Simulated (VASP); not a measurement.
Wanted: the native input for a VASP 6.6.1 run.

```yaml
Task: single point
Functional: r2SCAN
Potentials_or_basis: VASP PAW PBE potentials, release 64 (Zn, S)
Cutoff: 520 eV
k_mesh: 6 × 6 × 4
Occupations: gaussian, width 0.05 eV
Spin: no spin polarisation
Dipole_correction: no
Further_INCAR_settings: ALGO = Normal; EDIFF = 1e-06; NBANDS = 26
```

ZnS:

```
CELL_PARAMETERS angstrom
3.80672 0.00000 0.00000
-1.90336 3.29672 0.00000
0.00000 0.00000 6.74539
ATOMIC_POSITIONS crystal
Zn 0.33333 0.66667 0.00539
Zn 0.66667 0.33333 0.50539
S 0.33333 0.66667 0.37961
S 0.66667 0.33333 0.87961
```

This cell differs from its parent crystal: strain +0.000 along x and y, +0.080 along z.

The input as run:

POSCAR

```
ZnS
1.0
    3.8067217473      0.0000000000      0.0000000000
   -1.9033608736      3.2967177383      0.0000000000
    0.0000000000      0.0000000000      6.7453939643
Zn S
2 2
Direct
    0.3333333333      0.6666666667      0.0053880710
    0.6666666667      0.3333333333      0.5053880710
    0.3333333333      0.6666666667      0.3796119290
    0.6666666667      0.3333333333      0.8796119290
```

INCAR.step1

```
ALGO = Normal ; EDIFF = 1E-4
ENCUT = 520 ; GGA = PE
ISMEAR = 0 ; LASPH = True
LCHARG = False ; LREAL = False
LWAVE = True ; NBANDS = 26
NELM = 80 ; PREC = Accurate
SIGMA = 0.05
```

INCAR.step2

```
ALGO = Normal ; EDIFF = 1E-6
ENCUT = 520 ; ISIF = 2
ISMEAR = 0 ; ISTART = 1
LASPH = True ; LCHARG = True
LELF = True ; LMIXTAU = True
LREAL = False ; LVHAR = True
LWAVE = False ; METAGGA = R2SCAN
NBANDS = 26 ; NELM = 80
PREC = Accurate ; SIGMA = 0.05
```

KPOINTS

```
k-points
0
Gamma
  6 6 4
```

Potentials or basis: VASP PAW PBE potentials, release 64 (Zn, S).

Command:

```sh
$ cat potpaw_PBE.64/Zn/POTCAR potpaw_PBE.64/S/POTCAR > POTCAR
$ cp INCAR.step1 INCAR
$ mpirun -np 1 vasp_std > vasp.out
$ cp INCAR.step2 INCAR
$ mpirun -np 1 vasp_std > vasp.out
```

Results of the run:

```yaml
Pressure: -4.5 GPa
Largest_force: 0.139 eV/Å
Band_gap_on_the_k_mesh: 2.19 eV
```

Caveat: the cell differs from its parent crystal (strain +0.000 along x and y, +0.080 along z); the cell stands under tension; the PAW data sets were made with another functional, which shifts forces and pressure a little.

Run time: 75 s on 1 thread of Intel(R) Xeon(R) 6975P-C (Granite Rapids), with other jobs on the host, peak memory 0.22 GiB.
